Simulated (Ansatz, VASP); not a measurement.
## ZrS in VASP and in Ansatz

File INCAR:

```
SYSTEM = ZrS
ALGO = Normal
EDIFF = 1E-6
ENCUT = 520
GGA = CA
ISIF = 2
ISMEAR = 0
LASPH = .TRUE.
LCHARG = .FALSE.
LREAL = .FALSE.
LWAVE = .FALSE.
NBANDS = 16
NELM = 80
PREC = Accurate
SIGMA = 0.15
```

File KPOINTS:

```
k-points
0
G
  16 16 16
  0 0 0
```

The input POSCAR:

```
ZrS
1.0
    0.0000000000      2.5671447250      2.5671447250
    2.6269591971      0.0000000000      2.5671447250
    2.6269591971      2.5671447250      0.0000000000
Zr S
1 1
Direct
   -0.0073447758      0.0073447758      0.0073447758
    0.5208987049      0.4791012951      0.4791012951
```

Input for Ansatz:

```yaml
crystal:
  lattice:
    - [0.0, 2.567144725, 2.567144725]
    - [2.6269591971, 0.0, 2.567144725]
    - [2.6269591971, 2.567144725, 0.0]
  atoms:
    - { symbol: Zr, position: [-0.0073447758, 0.0073447758, 0.0073447758] }
    - { symbol: S, position: [0.5208987049, 0.4791012951, 0.4791012951] }
basis:
  ecutwfc: 420
kpoints:
  mp_grid: { grid: [16, 16, 16] }
hamiltonian:
  xc: lda
  pseudopotentials: { kind: paw, azcp: { folder: soft_1 } }
scf:
  occupations: { method: gaussian, width: 0.15 }
output:
  forces: true
  stress: true
  eigenvalues: true
```

Change from the starting cell: mode 4 frozen in at -0.107 Å, normal strain along x +0.0233.

Alike in both runs: task single point; functional LDA; k mesh 16 × 16 × 16; occupations gaussian, width 0.15 eV; no spin polarisation.

```csv
,VASP,Ansatz
version,VASP 6.6.1,Ansatz 0.2.0
potentials or method,"VASP PAW LDA potentials, release 64 (Zr_sv, S), cutoff 520 eV","scalar-relativistic, plane waves, PAW"
valence electrons in the cell,18,18
```

```csv
,VASP,Ansatz,Ansatz less VASP
gap on the k mesh at the Fermi level (eV),none,none,-
pressure (GPa),-1.8,-2.0,-0.19
"traceless stress, the component that is largest in VASP (GPa)",-0.93,-0.92,+0.015
rms of the force components (eV/Å),0.406,0.400,-0.0054
```

Ansatz warns that its potentials were made for another functional, while VASP's fit it. LDA's correlation is that of Perdew and Zunger in VASP and of Perdew and Wang (1992) in Ansatz. Atom by atom the forces differ by 0.005 eV/Å (rms over components). A gap of «none» marks a metal or a gap that the smearing closes.
